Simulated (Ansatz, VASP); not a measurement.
**Two plane-wave programs on Si2Au**

```
Si Au
1.0
    -2.20373    2.20373    7.60655
     2.20373   -2.20373    7.60655
     2.20373    2.20373   -7.60655
Si Au
4 2
Direct
  0.16922 0.16922 0.00000
  0.91922 0.41922 0.50000
  0.58078 0.08078 0.50000
  0.83078 0.83078 0.00000
  0.00000 0.00000 0.00000
  0.75000 0.25000 0.50000
```

Alike in both runs: functional PBE; k mesh 12 × 12 × 12; occupations gaussian, width 0.1 eV; no spin polarisation.

Ansatz relaxed the structure, and its values are those at the end. VASP's run is a single point on that final structure, the one shown.

```csv
,VASP,Ansatz
version,VASP 6.6.1,Ansatz 0.2.0
potentials or method,"VASP PAW PBE potentials, release 64 (Si, Au), cutoff 520 eV","scalar-relativistic, plane waves, PAW"
valence electrons in the cell,38,54
```

```tsv
	VASP	Ansatz	Ansatz less VASP
gap on the k mesh at the Fermi level (eV)	none	none	-
pressure (GPa)	-0.1	0.0	+0.10
```

A gap of «none» marks a metal or a gap that the smearing closes. VASP's potentials hold 38 valence electrons a cell and Ansatz's 54, so a difference there can come from the potentials and not from the codes.

Spin-orbit coupling is off throughout.
